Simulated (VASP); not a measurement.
# Na (P6/mmm) in VASP: a series of runs, part 2 of 2

VASP 6.6.1.

**5. Single point, revPBE (38.05 Å³/atom)**

This run uses another cell than the first one, of 38.05 Å³/atom.

Input file INCAR:

```
PREC = Accurate ; ENCUT = 520
EDIFF = 1E-6 ; ISMEAR = -1
SIGMA = 0.1 ; LREAL = False
LASPH = True ; NELM = 60
ALGO = Normal ; ISIF = 2
LWAVE = False ; LCHARG = False
GGA = RE ; NBANDS = 18
```

Input file KPOINTS:

```
regular mesh
0
Gamma
  7 7 10
```

Input file POSCAR:

```
Na
1.0
    6.0571409877      0.0000000000      0.0000000000
   -3.0285704938      5.2456379696      0.0000000000
    0.0000000000      0.0000000000      3.5922149562
Na
3
Direct
    1.0000000000      1.0000000000      0.0000000000
    0.3333333333      0.6666666667      0.5000000000
    0.6666666667      0.3333333333      0.5000000000
```

Potentials or basis: VASP PAW PBE potentials, release 64 (Na_pv).

On the command line:

```
> cat potpaw_PBE.64/Na_pv/POTCAR > POTCAR
> mpirun -np 1 vasp_std > vasp.out
```

OUTCAR:

```text
PREC = Accurate
   ENCUT = 520
   EDIFF = 1E-6
   ISMEAR = -1
   LREAL = False
   LASPH = True
   NELM = 60
   ISIF = 2
   GGA = RE

 ion  position               nearest neighbor table
   1  0.000  0.000  0.000-
   2  0.333  0.667  0.500-
   3  0.667  0.333  0.500-

  LATTYP: Found a hexagonal cell.
 ALAT       =     6.0571409877
 C/A-ratio  =     0.5930545390

  Lattice vectors:

 A1 = (   6.0571409877,   0.0000000000,   0.0000000000)
 A2 = (  -3.0285704938,   5.2456379696,   0.0000000000)
 A3 = (   0.0000000000,   0.0000000000,   3.5922149562)

Analysis of symmetry for initial positions (statically):
=====================================================================
 Subroutine PRICEL returns:
 Original cell was already a primitive cell.

 Routine SETGRP: Setting up the symmetry group for a
 hexagonal supercell.

 Subroutine GETGRP returns: Found 24 space group operations
 (whereof 24 operations were pure point group operations)
 out of a pool of 24 trial point group operations.

The static configuration has the point symmetry D_6h.

Analysis of symmetry for dynamics (positions and initial velocities):
=====================================================================
 Subroutine PRICEL returns:
 Original cell was already a primitive cell.

 Routine SETGRP: Setting up the symmetry group for a
 hexagonal supercell.

 Subroutine GETGRP returns: Found 24 space group operations
 (whereof 24 operations were pure point group operations)
 out of a pool of 24 trial point group operations.

The dynamic configuration has the point symmetry D_6h.

 Subroutine INISYM returns: Found 24 space group operations
 (whereof 24 operations are pure point group operations),
 and found     1 'primitive' translations

----------------------------------------------------------------------------------------

                                     Primitive cell

  volume of cell :     114.1375

  direct lattice vectors                    reciprocal lattice vectors
     6.057140988  0.000000000  0.000000000     0.165094391  0.095317291  0.000000000
    -3.028570494  5.245637970  0.000000000     0.000000000  0.190634582  0.000000000
     0.000000000  0.000000000  3.592214956     0.000000000  0.000000000  0.278379777

  length of vectors
     6.057140988  6.057140988  3.592214956     0.190634582  0.190634582  0.278379777

  position of ions in fractional coordinates (direct lattice)
     0.000000000  0.000000000  0.000000000
     0.333333333  0.666666667  0.500000000
     0.666666667  0.333333333  0.500000000

  ion indices of the primitive-cell ions
   primitive index   ion index
                 1           1
                 2           2
                 3           3

----------------------------------------------------------------------------------------

 KPOINTS: regular mesh

Automatic generation of k-mesh.
 Grid dimensions read from file:
 generate k-points for:    7    7   10

 Generating k-lattice:

  Cartesian coordinates                     Fractional coordinates (reciprocal lattice)
     0.023584913  0.013616756  0.000000000     0.142857143  0.000000000  0.000000000
     0.000000000  0.027233512  0.000000000     0.000000000  0.142857143  0.000000000
     0.000000000  0.000000000  0.027837978     0.000000000  0.000000000  0.100000000

  Length of vectors
     0.027233512  0.027233512  0.027837978

  Shift w.r.t. Gamma in fractional coordinates (k-lattice)
     0.000000000  0.000000000  0.000000000

 Subroutine IBZKPT returns following result:
 ===========================================

 Found     48 irreducible k-points:

 Following reciprocal coordinates:
            Coordinates               Weight
  0.000000  0.000000  0.000000      1.000000
  0.142857  0.000000  0.000000      6.000000
  0.285714  0.000000  0.000000      6.000000
  0.428571  0.000000  0.000000      6.000000
  0.142857  0.142857  0.000000      6.000000
  0.285714  0.142857  0.000000     12.000000
[... 16 lines left out ...]
  0.428571  0.142857  0.200000     12.000000
  0.285714  0.285714  0.200000     12.000000
 [... further k-points ...]
   k-points           NKPTS =     48   k-points in BZ     NKDIM =     48   number of bands    NBANDS=     18
   number of dos      NEDOS =    301   number of ions     NIONS =      3
   total plane-waves  NPLWV =  64512
   dimension x,y,z NGX =    48 NGY =   48 NGZ =   28
   dimension x,y,z NGXF=    96 NGYF=   96 NGZF=   56
   ions per type =               3
   NGX,Y,Z   is equivalent  to a cutoff of  13.17, 13.17, 12.96 a.u.
   NGXF,Y,Z  is equivalent  to a cutoff of  26.35, 26.35, 25.92 a.u.
 SYSTEM =  unknown system
   PREC   = accura    normal or accurate (medium, high low for compatibility)
   ISTART =      0    job   : 0-new  1-cont  2-samecut
   ICHARG =      2    charge: 1-file 2-atom 10-const
   ISPIN  =      1    spin polarized calculation?
   LNONCOLLINEAR =      F non collinear calculations
   LSORBIT =      F    spin-orbit coupling
   LASPH  =      T    aspherical Exc in radial PAW
   ENCUT  =  520.0 eV  38.22 Ry    6.18 a.u.  11.26 11.26  6.68*2*pi/ulx,y,z
   NELM   =     60;   NELMIN=  2; NELMDL= -5     # of ELM steps
   EDIFF  = 0.1E-05   stopping-criterion for ELM
   LREAL  =      F    real-space projection
   EDIFFG = 0.1E-04   stopping-criterion for IOM
   NSW    =      0    number of steps for IOM
   IBRION =     -1    ionic relax: 0-MD 1-quasi-New 2-CG
   NFREE  =      0    steps in history (QN), initial steepest desc. (CG)
   ISIF   =      2    stress and relaxation
   ISYM   =      2    0-nonsym 1-usesym 2-fastsym
   POTIM  = 0.5000    time-step for ionic-motion
   TEBEG  =    0.0;   TEEND  =   0.0 temperature during run
   PSTRESS=    0.0 pullay stress
   NELECT =      21.0000    total number of electrons
   NUPDOWN=      -1.0000    fix difference up-down
   EMIN   =  10.00;   EMAX   =-10.00  energy-range for DOS
   EFERMI =   0.00;   METHOD = LEGACY
   ISMEAR =    -1;   SIGMA  =   0.10  broadening in eV -4-tet -1-fermi 0-gaus
   EFERMI_NEDOS =   21; number of points for ismear=-14 and -15
   IALGO  =     38    algorithm
   IMIX   =      4    mixing-type and parameters
     AMIX     =   0.40;   BMIX     =  1.00
     AMIX_MAG =   1.60;   BMIX_MAG =  1.00
  volume/ion in A,a.u.               =      38.05       256.75
  Fermi-wavevector in a.u.,A,eV,Ry     =   0.931119  1.759560 11.796013  0.866982
  Thomas-Fermi vector in A             =   2.057579
   LORBIT       =      0    0 simple, 1 ext, 2 COOP (PROOUT), +10 PAW based schemes
   GGA     = RE    functional components
   LHFCALC =     F    Hartree Fock is set to
   AEXX    =    0.0000 exact exchange contribution
   IVDW    =     0    specifies the selected vdW correction
   LEPSILON=     F    determine dielectric tensor
   LRPA    =     F    only Hartree local field effects (RPA)
 non-spin polarized calculation
  energy-cutoff  :      520.00
  volume of cell :      114.14
 maximum number of plane-waves:      3103
 NGX is ok and might be reduce to    48
   NGX = 23   NGY = 23   NGZ = 13

 number of electron      21.0000010 magnetization

 Free energy of the ion-electron system (eV)
  ---------------------------------------------------
  ext. energy  EPLUGINS =         0.00000000
  ---------------------------------------------------
  free energy    TOTEN  =        -3.59164491 eV

  energy without entropy =       -3.53597746  energy(sigma->0) =       -3.56381119

 E-fermi :   0.3738     XC(G=0):  -6.3108

 val. band max:        0.3509858213   @ k =   0.2857   0.2857   0.4000
 cond. band min:       0.3822879554   @ k =   0.2857   0.1429   0.1000
 fundamental gap:      0.0313021340
 Fermi energy:         0.3738182908

 k-point     1 :       0.0000    0.0000    0.0000
  band No.  band energies     occupation
      1     -24.6446      2.00000
      2     -24.6446      2.00000
      3     -24.6213      2.00000
      4     -24.6213      2.00000
      5     -24.6188      2.00000
      6     -24.6140      2.00000
[... 10 lines left out ...]
     17       8.5265      0.00000
     18       8.7280      0.00000

 k-point     2 :       0.1429    0.0000    0.0000
  band No.  band energies     occupation
      1     -24.6452      2.00000
      2     -24.6439      2.00000
      3     -24.6219      2.00000
      4     -24.6208      2.00000
      5     -24.6186      2.00000
      6     -24.6142      2.00000
[... 10 lines left out ...]
     17       8.6200      0.00000
     18       8.8153      0.00000
[... 442 lines left out ...]
 k-point    24 :       0.2857    0.2857    0.2000
  band No.  band energies     occupation
      1     -24.6464      2.00000
      2     -24.6347      2.00000
      3     -24.6295      2.00000
      4     -24.6262      2.00000
      5     -24.6252      2.00000
      6     -24.6172      2.00000
[... 10 lines left out ...]
     17       6.4997      0.00000
     18       6.6495      0.00000

 [... further k-points ...]
[... 5 lines left out ...]
  --------------------------------------------------------------------------------------
  -------------------------------------------------------------------------------------
  Total        0.1863682      0.1863682      0.2835180      0.0000000      0.0000000     -0.0000000
  in kB        2.6160977      2.6160977      3.9798157      0.0000000      0.0000000     -0.0000000
  external PRESSURE =       3.0706704 kB  Pullay stress =       0.0000000 kB

 VOLUME and BASIS-vectors are now :
 -----------------------------------------------------------------------------
  energy-cutoff  :      520.00
  volume of cell :      114.14
      direct lattice vectors                 reciprocal lattice vectors
     6.057140988  0.000000000  0.000000000     0.165094391  0.095317291  0.000000000
    -3.028570494  5.245637970  0.000000000     0.000000000  0.190634582  0.000000000
     0.000000000  0.000000000  3.592214956     0.000000000  0.000000000  0.278379777

 POSITION                                       TOTAL-FORCE (eV/Angst)
 -----------------------------------------------------------------------------------
      0.00000      0.00000      0.00000         0.000000      0.000000      0.000000
     -0.00000      3.49709      1.79611        -0.000000      0.000000      0.000000
      3.02857      1.74855      1.79611         0.000000     -0.000000      0.000000
 -----------------------------------------------------------------------------------
    total drift:                               -0.000000      0.000000     -0.000000

  FREE ENERGIE OF THE ION-ELECTRON SYSTEM (eV)
  ---------------------------------------------------
  free  energy   TOTEN  =        -3.5916449133 eV

  energy  without entropy=       -3.5359774634  energy(sigma->0) =       -3.56381119
```

stdout:

```text
POSCAR found type information on POSCAR Na
 POSCAR found :  1 types and       3 ions
 scaLAPACK will be used
 -----------------------------------------------------------------------------
|                                                                             |
|                                                                             |
|     You enforced a specific xc type in the INCAR file but a different       |
|     I HOPE YOU KNOW WHAT YOU ARE DOING!                                     |
|                                                                             |
 -----------------------------------------------------------------------------

 LDA part: xc-table for (Slater+PW92), standard interpolation
 POSCAR, INCAR and KPOINTS ok, starting setup
 FFT: planning ... GRIDC
 FFT: planning ... GRID_SOFT
 FFT: planning ... GRID
 WAVECAR not read
 entering main loop
```

It took 31 s on 1 thread of AMD EPYC 9R45 (Zen 5), shared host; peak memory 0.23 GiB.

What came out:

| Item | Value |
| --- | --- |
| Free energy | -3.5916 eV |
| Pressure | 0.3 GPa |
| Band gap on the k mesh | zero (an odd number of electrons rules out a gap without spin polarisation) |

Stress tensor (GPa, compression positive):
```
0.26 0.00 0.00
0.00 0.26 0.00
0.00 0.00 0.40
```

Caveat: the PAW data sets were made with another functional, which shifts forces and pressure a little.

**6. Single point, revPBE (39.63 Å³/atom)**

Input file INCAR:

```
SYSTEM = Na
ALGO = Normal ; EDIFF = 1E-6
ENCUT = 520 ; GGA = RE
ISIF = 2 ; ISMEAR = -1
LASPH = .TRUE. ; LCHARG = .FALSE.
LREAL = .FALSE. ; LWAVE = .FALSE.
NBANDS = 18 ; NELM = 60
PREC = Accurate ; SIGMA = 0.1
```

Input file KPOINTS:

```
k-points
0
G
  7 7 10
  0 0 0
```

Input file POSCAR:

```
Na
1.0
    6.1401258338      0.0000000000      0.0000000000
   -3.0700629169      5.3175049545      0.0000000000
    0.0000000000      0.0000000000      3.6414294959
Na
3
Direct
    1.0000000000      1.0000000000      0.0000000000
    0.3333333333      0.6666666667      0.5000000000
    0.6666666667      0.3333333333      0.5000000000
```

Potentials or basis: VASP PAW PBE potentials, release 64 (Na_pv).

On the command line:

```
> cat potpaw_PBE.64/Na_pv/POTCAR > POTCAR
> mpirun -np 1 vasp_std > vasp.out
```

OUTCAR:

```text
SYSTEM = Na
   EDIFF = 1E-6
   ENCUT = 520
   GGA = RE
   ISIF = 2
   ISMEAR = -1
   LASPH = .TRUE.
   LREAL = .FALSE.
   NELM = 60
   PREC = Accurate

 ion  position               nearest neighbor table
   1  0.000  0.000  0.000-
   2  0.333  0.667  0.500-
   3  0.667  0.333  0.500-

  LATTYP: Found a hexagonal cell.
 ALAT       =     6.1401258338
 C/A-ratio  =     0.5930545390

  Lattice vectors:

 A1 = (   6.1401258338,   0.0000000000,   0.0000000000)
 A2 = (  -3.0700629169,   5.3175049545,   0.0000000000)
 A3 = (   0.0000000000,   0.0000000000,   3.6414294959)

Analysis of symmetry for initial positions (statically):
=====================================================================
 Subroutine PRICEL returns:
 Original cell was already a primitive cell.

 Routine SETGRP: Setting up the symmetry group for a
 hexagonal supercell.

 Subroutine GETGRP returns: Found 24 space group operations
 (whereof 24 operations were pure point group operations)
 out of a pool of 24 trial point group operations.

[... 155 lines left out ...]

 Free energy of the ion-electron system (eV)
  ---------------------------------------------------
  ext. energy  EPLUGINS =         0.00000000
  ---------------------------------------------------
  free energy    TOTEN  =        -3.59671790 eV

  energy without entropy =       -3.54006434  energy(sigma->0) =       -3.56839112

 E-fermi :   0.2592     XC(G=0):  -6.2098

 val. band max:        0.2370115943   @ k =   0.2857   0.2857   0.4000
 cond. band min:       0.2682110679   @ k =   0.2857   0.1429   0.1000
 fundamental gap:      0.0311994736
 Fermi energy:         0.2591592317

 k-point     1 :       0.0000    0.0000    0.0000
  band No.  band energies     occupation
      1     -24.7844      2.00000
      2     -24.7844      2.00000
      3     -24.7641      2.00000
      4     -24.7641      2.00000
      5     -24.7623      2.00000
      6     -24.7582      2.00000
[... 481 lines left out ...]
      5     -24.7679      2.00000
      6     -24.7606      2.00000
[... 10 lines left out ...]
     17       6.2294      0.00000
     18       6.3673      0.00000

 [... further k-points ...]
[... 5 lines left out ...]
  --------------------------------------------------------------------------------------
  -------------------------------------------------------------------------------------
  Total       -0.0278163     -0.0278163      0.0699783      0.0000000      0.0000000      0.0000000
  in kB       -0.3748458     -0.3748458      0.9430115      0.0000000      0.0000000      0.0000000
  external PRESSURE =       0.0644400 kB  Pullay stress =       0.0000000 kB

 VOLUME and BASIS-vectors are now :
 -----------------------------------------------------------------------------
  energy-cutoff  :      520.00
  volume of cell :      118.89
      direct lattice vectors                 reciprocal lattice vectors
     6.140125834  0.000000000  0.000000000     0.162863112  0.094029061  0.000000000
    -3.070062917  5.317504955  0.000000000     0.000000000  0.188058123  0.000000000
     0.000000000  0.000000000  3.641429496     0.000000000  0.000000000  0.274617427

 POSITION                                       TOTAL-FORCE (eV/Angst)
 -----------------------------------------------------------------------------------
      0.00000      0.00000      0.00000         0.000000      0.000000      0.000000
     -0.00000      3.54500      1.82071         0.000000      0.000000     -0.000000
      3.07006      1.77250      1.82071        -0.000000     -0.000000      0.000000
 -----------------------------------------------------------------------------------
    total drift:                               -0.000000      0.000000     -0.000000

  FREE ENERGIE OF THE ION-ELECTRON SYSTEM (eV)
  ---------------------------------------------------
  free  energy   TOTEN  =        -3.5967179029 eV

  energy  without entropy=       -3.5400643389  energy(sigma->0) =       -3.56839112
```

Run time: 30 s. Hardware: 1 thread of AMD EPYC 9R45 (Zen 5), shared host; peak memory 0.23 GiB.

What came out:

```yaml
Free_energy: -3.5967 eV
Pressure: 0.0 GPa
Band_gap_on_the_k_mesh: zero (an odd number of electrons rules out a gap without spin polarisation)
```

Caveat: the PAW data sets were made with another functional, which shifts forces and pressure a little.

**7. Overview**

| cell | k mesh | gap on the mesh (eV) | pressure (GPa) |
| --- | --- | --- | --- |
| a = 6.140, b = 6.140, c = 3.641 Å, angles 90.0, 90.0, 120.0°, 3 atoms | 6 × 6 × 9 | none | 0.0 |
| a = 5.884, b = 5.884, c = 3.490 Å, angles 90.0, 90.0, 120.0°, 3 atoms | 7 × 7 × 10 | none | 1.1 |
| a = 5.972, b = 5.972, c = 3.542 Å, angles 90.0, 90.0, 120.0°, 3 atoms | 7 × 7 × 10 | none | 0.7 |
| a = 6.057, b = 6.057, c = 3.592 Å, angles 90.0, 90.0, 120.0°, 3 atoms | 7 × 7 × 10 | none | 0.3 |
| a = 6.140, b = 6.140, c = 3.641 Å, angles 90.0, 90.0, 120.0°, 3 atoms | 7 × 7 × 10 | none | 0.0 |

Alike in all rows: task single point; level revPBE; potentials or basis VASP PAW PBE potentials, release 64 (Na_pv); no spin polarisation; cutoff (eV) 520; smearing fermi-dirac 0.1 eV.

Caveats: the PAW data sets were made with another functional, which shifts forces and pressure a little.

Absolute energies hang on the potentials; compare differences alone.

The gap in the log of VASP goes by the Fermi energy; the results here count the filled bands.